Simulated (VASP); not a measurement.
# Rh in VASP: single point with PBE

Aim: the single point of Rh with PBE.

Everything below comes from runs of VASP 6.6.1. Logs are shortened: lines on timing, memory, paths and dates and some standing lists are left out, and cuts for length are marked.

### 1 The cell of the first run

The cell holds a slab with vacuum, 1 atom: a = 2.709 Å, b = 2.709 Å, c = 16.000 Å, α = 90.00°, β = 90.00°, γ = 90.00°.

### 2 Single point, PBE

The input, POSCAR:

```
Rh
1.0
    2.7085099833      0.0000000000      0.0000000000
    0.0000000000      2.7085099833      0.0000000000
    0.0000000000      0.0000000000     16.0000000000
Rh
1
Direct
    0.0000000000      0.0000000000      0.5000000000
```

The input, INCAR.step1:

```
SYSTEM = Rh
ALGO     = Normal         ! electronic algorithm
DIPOL    = 0.5 0.5 0.500
EDIFF    = 1E-7           ! SCF threshold, eV
ENCUT    = 520            ! plane-wave cutoff, eV
GGA      = PE             ! functional
IDIPOL   = 3            
ISIF     = 2              ! what is computed and relaxed
ISMEAR   = -1             ! smearing method
LASPH    = .TRUE.         ! aspherical terms in the spheres
LCHARG   = .TRUE.         ! write CHGCAR
LDIPOL   = .TRUE.       
LMAXMIX  = 4              ! l up to which the mixer works
LREAL    = .FALSE.        ! projectors in reciprocal space
LWAVE    = .FALSE.        ! write WAVECAR
NBANDS   = 14             ! bands
NELM     = 60             ! most SCF steps
PREC     = Accurate       ! precision mode
SIGMA    = 0.05           ! smearing width, eV
```

The input, KPOINTS.step1:

```
k-points
0
G
  13 13 1
  0 0 0
```

The input, INCAR.step2:

```
SYSTEM = Rh
ALGO     = Normal         ! electronic algorithm
DIPOL    = 0.5 0.5 0.500
EDIFF    = 1E-7           ! SCF threshold, eV
ENCUT    = 520            ! plane-wave cutoff, eV
GGA      = PE             ! functional
ICHARG   = 11             ! starting density
IDIPOL   = 3            
ISIF     = 2              ! what is computed and relaxed
ISMEAR   = -5             ! smearing method
LASPH    = .TRUE.         ! aspherical terms in the spheres
LCHARG   = .FALSE.        ! write CHGCAR
LDIPOL   = .TRUE.       
LMAXMIX  = 4              ! l up to which the mixer works
LORBIT   = 11             ! projections on sites
LREAL    = .FALSE.        ! projectors in reciprocal space
LWAVE    = .FALSE.        ! write WAVECAR
NEDOS    = 1001           ! points of the DOS
NELM     = 60             ! most SCF steps
PREC     = Accurate       ! precision mode
SIGMA    = 0.05           ! smearing width, eV
```

The input, KPOINTS.step2:

```
k-points
0
G
  20 20 1
  0 0 0
```

Potentials or basis: VASP PAW PBE potentials, release 64 (Rh_pv).

Command:

```
$ cat potpaw_PBE.64/Rh_pv/POTCAR > POTCAR
$ cp INCAR.step1 INCAR
$ cp KPOINTS.step1 KPOINTS
$ mpirun -np 1 vasp_std > vasp.out
$ cp INCAR.step2 INCAR
$ cp KPOINTS.step2 KPOINTS
$ mpirun -np 1 vasp_std > vasp.out
```

OUTCAR:

```text
SYSTEM = Rh
   EDIFF = 1E-7
   ENCUT = 520
   GGA = PE
   ICHARG = 11
   ISIF = 2
   ISMEAR = -5
   LASPH = .TRUE.
   LORBIT = 11
   LREAL = .FALSE.
   NELM = 60
   PREC = Accurate

 ion  position               nearest neighbor table
   1  0.000  0.000  0.500-

  LATTYP: Found a simple tetragonal cell.
 ALAT       =     2.7085099833
 C/A-ratio  =     5.9073070059

  Lattice vectors:

 A1 = (   2.7085099833,   0.0000000000,   0.0000000000)
 A2 = (   0.0000000000,   2.7085099833,   0.0000000000)
 A3 = (   0.0000000000,   0.0000000000,  16.0000000000)

Analysis of symmetry for initial positions (statically):
=====================================================================
 Subroutine PRICEL returns:
 Original cell was already a primitive cell.

 Routine SETGRP: Setting up the symmetry group for a
 simple tetragonal supercell.

 Subroutine GETGRP returns: Found 16 space group operations
 (whereof 16 operations were pure point group operations)
 out of a pool of 16 trial point group operations.

The static configuration has the point symmetry D_4h.

Analysis of symmetry for dynamics (positions and initial velocities):
=====================================================================
 Subroutine PRICEL returns:
 Original cell was already a primitive cell.

 Routine SETGRP: Setting up the symmetry group for a
 simple tetragonal supercell.

 Subroutine GETGRP returns: Found 16 space group operations
 (whereof 16 operations were pure point group operations)
 out of a pool of 16 trial point group operations.

The dynamic configuration has the point symmetry D_4h.

 Subroutine INISYM returns: Found 16 space group operations
 (whereof 16 operations are pure point group operations),
 and found     1 'primitive' translations

----------------------------------------------------------------------------------------

                                     Primitive cell

  volume of cell :     117.3764

  direct lattice vectors                    reciprocal lattice vectors
     2.708509983  0.000000000  0.000000000     0.369206688  0.000000000  0.000000000
     0.000000000  2.708509983  0.000000000     0.000000000  0.369206688  0.000000000
     0.000000000  0.000000000 16.000000000     0.000000000  0.000000000  0.062500000

  length of vectors
     2.708509983  2.708509983 16.000000000     0.369206688  0.369206688  0.062500000

  position of ions in fractional coordinates (direct lattice)
     0.000000000  0.000000000  0.500000000

  ion indices of the primitive-cell ions
   primitive index   ion index
                 1           1

----------------------------------------------------------------------------------------

 KPOINTS: k-points

Automatic generation of k-mesh.
 Grid dimensions read from file:
 generate k-points for:   20   20    1

 Generating k-lattice:

  Cartesian coordinates                     Fractional coordinates (reciprocal lattice)
     0.018460334  0.000000000  0.000000000     0.050000000  0.000000000  0.000000000
     0.000000000  0.018460334  0.000000000     0.000000000  0.050000000  0.000000000
     0.000000000  0.000000000  0.062500000     0.000000000  0.000000000  1.000000000

  Length of vectors
     0.018460334  0.018460334  0.062500000

  Shift w.r.t. Gamma in fractional coordinates (k-lattice)
     0.000000000  0.000000000  0.000000000

 TETIRR: Found    610 inequivalent tetrahedra from     2400

 Subroutine IBZKPT returns following result:
 ===========================================

 Found     66 irreducible k-points:

 Following reciprocal coordinates:
            Coordinates               Weight
  0.000000  0.000000  0.000000      1.000000
  0.050000  0.000000  0.000000      4.000000
  0.100000  0.000000  0.000000      4.000000
  0.150000  0.000000  0.000000      4.000000
  0.200000  0.000000  0.000000      4.000000
  0.250000  0.000000  0.000000      4.000000
[... 16 lines left out ...]
  0.150000  0.100000  0.000000      8.000000
  0.200000  0.100000  0.000000      8.000000
 [... further k-points ...]
   k-points           NKPTS =     66   k-points in BZ     NKDIM =     66   number of bands    NBANDS=     11
   number of dos      NEDOS =   1001   number of ions     NIONS =      1
   total plane-waves  NPLWV =  48000
   dimension x,y,z NGX =    20 NGY =   20 NGZ =  120
   dimension x,y,z NGXF=    40 NGYF=   40 NGZF=  240
   ions per type =               1
   NGX,Y,Z   is equivalent  to a cutoff of  12.28, 12.28, 12.47 a.u.
   NGXF,Y,Z  is equivalent  to a cutoff of  24.55, 24.55, 24.94 a.u.
 SYSTEM =  Rh
   PREC   = accura    normal or accurate (medium, high low for compatibility)
   ISTART =      0    job   : 0-new  1-cont  2-samecut
   ICHARG =     11    charge: 1-file 2-atom 10-const
   ISPIN  =      1    spin polarized calculation?
   LNONCOLLINEAR =      F non collinear calculations
   LSORBIT =      F    spin-orbit coupling
   LASPH  =      T    aspherical Exc in radial PAW
   ENCUT  =  520.0 eV  38.22 Ry    6.18 a.u.   5.04  5.04 29.75*2*pi/ulx,y,z
   NELM   =     60;   NELMIN=  2; NELMDL=  0     # of ELM steps
   EDIFF  = 0.1E-06   stopping-criterion for ELM
   LREAL  =      F    real-space projection
   EDIFFG = 0.1E-05   stopping-criterion for IOM
   NSW    =      0    number of steps for IOM
   IBRION =     -1    ionic relax: 0-MD 1-quasi-New 2-CG
   NFREE  =      0    steps in history (QN), initial steepest desc. (CG)
   ISIF   =      2    stress and relaxation
   ISYM   =      2    0-nonsym 1-usesym 2-fastsym
   POTIM  = 0.5000    time-step for ionic-motion
   TEBEG  =    0.0;   TEEND  =   0.0 temperature during run
   PSTRESS=    0.0 pullay stress
   NELECT =      15.0000    total number of electrons
   NUPDOWN=      -1.0000    fix difference up-down
   EMIN   =  10.00;   EMAX   =-10.00  energy-range for DOS
   EFERMI =   0.00;   METHOD = LEGACY
   ISMEAR =    -5;   SIGMA  =   0.05  broadening in eV -4-tet -1-fermi 0-gaus
   EFERMI_NEDOS =   21; number of points for ismear=-14 and -15
   IALGO  =     38    algorithm
   IMIX   =      4    mixing-type and parameters
     AMIX     =   0.40;   BMIX     =  1.00
     AMIX_MAG =   1.60;   BMIX_MAG =  1.00
  volume/ion in A,a.u.               =     117.38       792.10
  Fermi-wavevector in a.u.,A,eV,Ry     =   0.824603  1.558274  9.251557  0.679970
  Thomas-Fermi vector in A             =   1.936317
   LORBIT       =     11    0 simple, 1 ext, 2 COOP (PROOUT), +10 PAW based schemes
   GGA     = PE    functional components
   LHFCALC =     F    Hartree Fock is set to
   AEXX    =    0.0000 exact exchange contribution
   IVDW    =     0    specifies the selected vdW correction
   LEPSILON=     F    determine dielectric tensor
   LRPA    =     F    only Hartree local field effects (RPA)
 non-spin polarized calculation
 Fermi weights with tetrahedron method with Bloechl corrections
  energy-cutoff  :      520.00
  volume of cell :      117.38
 maximum number of plane-waves:      3197

 number of electron      15.0000008 magnetization

 dipolmoment           0.000000      0.000000      0.000000 electrons x Angstroem

 Free energy of the ion-electron system (eV)
  ---------------------------------------------------
  ext. energy  EPLUGINS =         0.00000000
  ---------------------------------------------------
  free energy    TOTEN  =        -4.85943067 eV

  energy without entropy =       -4.85943067  energy(sigma->0) =       -4.85943067

 E-fermi :  -3.5356     XC(G=0):  -2.8884

 val. band max:       -3.5271633402   @ k =   0.3000   0.1000   0.0000
 cond. band min:      -3.5673017016   @ k =   0.2500   0.1000   0.0000
 fundamental gap:     -0.0401383614
 Fermi energy:        -3.5355988554

 k-point     1 :       0.0000    0.0000    0.0000
  band No.  band energies     occupation
      1     -49.0659      2.00000
      2     -49.0659      2.00000
      3     -48.8524      2.00000
      4      -7.5227      2.00000
      5      -7.0029      2.00000
      6      -4.6730      2.00000
      7      -3.3976     -0.30097
      8      -3.3976      0.00000
      9      -2.8632      0.00000
     10      -1.4661      0.00000
     11       1.7498      0.00000

 k-point     2 :       0.0500    0.0000    0.0000
  band No.  band energies     occupation
      1     -49.0748      2.00000
      2     -49.0652      2.00000
      3     -48.8516      2.00000
      4      -7.4589      2.00000
      5      -6.9613      2.00000
      6      -4.6518      2.00000
      7      -3.5159      0.92031
      8      -3.3925      0.00000
      9      -2.9034      0.00000
     10      -1.3379      0.00000
     11       1.7991      0.00000

 k-point     3 :       0.1000    0.0000    0.0000
  band No.  band energies     occupation
      1     -49.1007      2.00000
      2     -49.0631      2.00000
      3     -48.8490      2.00000
      4      -7.2993      2.00000
      5      -6.8087      2.00000
      6      -4.5889      2.00000
      7      -3.8040      2.05917
      8      -3.3777      0.00000
      9      -3.0184      0.00000
     10      -1.0147      0.00000
     11       1.9470      0.00000

 k-point     4 :       0.1500    0.0000    0.0000
  band No.  band energies     occupation
      1     -49.1408      2.00000
      2     -49.0598      2.00000
      3     -48.8451      2.00000
      4      -7.1275      2.00000
      5      -6.4742      2.00000
      6      -4.4864      2.00000
      7      -4.1631      2.00000
      8      -3.3545      0.00000
      9      -3.1922      0.00000
     10      -0.5810      0.00000
     11       2.1934      0.00000
[... 239 lines left out ...]
 k-point    22 :       0.1000    0.1000    0.0000
  band No.  band energies     occupation
      1     -49.0987      2.00000
      2     -49.0967      2.00000
      3     -48.8456      2.00000
      4      -7.0086      2.00000
      5      -6.6887      2.00000
      6      -4.5089      2.00000
      7      -3.9205      2.00000
      8      -3.5864      1.51835
      9      -3.1703      0.00000
     10      -0.6221      0.00000
     11       2.1447      0.00000

 k-point    23 :       0.1500    0.1000    0.0000
  band No.  band energies     occupation
      1     -49.1378      2.00000
      2     -49.0943      2.00000
      3     -48.8417      2.00000
      4      -6.7926      2.00000
      5      -6.4099      2.00000
      6      -4.4146      2.00000
      7      -4.1851      2.00000
      8      -3.6224      1.90655
      9      -3.3322     -0.03629
     10      -0.2206      0.00000
     11       2.3917      0.00000

 k-point    24 :       0.2000    0.1000    0.0000
  band No.  band energies     occupation
      1     -49.1879      2.00000
      2     -49.0900      2.00000
      3     -48.8368      2.00000
      4      -6.6519      2.00000
      5      -5.8983      2.00000
      6      -4.5188      2.00000
      7      -4.2980      2.00000
      8      -3.6032      1.88038
      9      -3.5017      0.03851
     10       0.2615      0.00000
     11       2.7374      0.00000

 [... further k-points ...]

------------------------ aborting loop because EDIFF is reached ----------------------------------------

 vacuum level on the upper side and lower side of the slab       (xc-potential included)        -0.056        -0.056

  FORCE on cell =-STRESS in cart. coord.  units (eV):
  Direction    XX          YY          ZZ          XY          YZ          ZX
  --------------------------------------------------------------------------------------
  -------------------------------------------------------------------------------------
  Total       -3.7485660     -3.7485660     -0.3793902      0.0000000     -0.0000000      0.0000000
  in kB      -51.1675804    -51.1675804     -5.1786415      0.0000000     -0.0000000      0.0000000
  external PRESSURE =     -35.8379341 kB  Pullay stress =       0.0000000 kB

 VOLUME and BASIS-vectors are now :
 -----------------------------------------------------------------------------
  energy-cutoff  :      520.00
  volume of cell :      117.38
      direct lattice vectors                 reciprocal lattice vectors
     2.708509983  0.000000000  0.000000000     0.369206688  0.000000000  0.000000000
     0.000000000  2.708509983  0.000000000     0.000000000  0.369206688  0.000000000
     0.000000000  0.000000000 16.000000000     0.000000000  0.000000000  0.062500000

 POSITION                                       TOTAL-FORCE (eV/Angst)
 -----------------------------------------------------------------------------------
      0.00000      0.00000      8.00000         0.000000      0.000000      0.000000
 -----------------------------------------------------------------------------------
    total drift:                               -0.000000      0.000000      0.000000

  FREE ENERGIE OF THE ION-ELECTRON SYSTEM (eV)
  ---------------------------------------------------
  free  energy   TOTEN  =        -4.8594306712 eV

  energy  without entropy=       -4.8594306712  energy(sigma->0) =       -4.85943067

 vacuum level on the upper side and lower side of the slab         2.022         2.022

 total charge

# of ion       s       p       d       tot
------------------------------------------
    1        0.314   6.072   7.109  13.496
```

Run time: 45 s. Hardware: 1 thread of Intel Xeon 6975P-C (Granite Rapids), shared host; peak memory 0.24 GiB.

What came out:

```
Valence electrons inside the program's atomic spheres : Rh 13.50
```

Caveat: tetrahedron occupations give inexact forces and stress in metals.
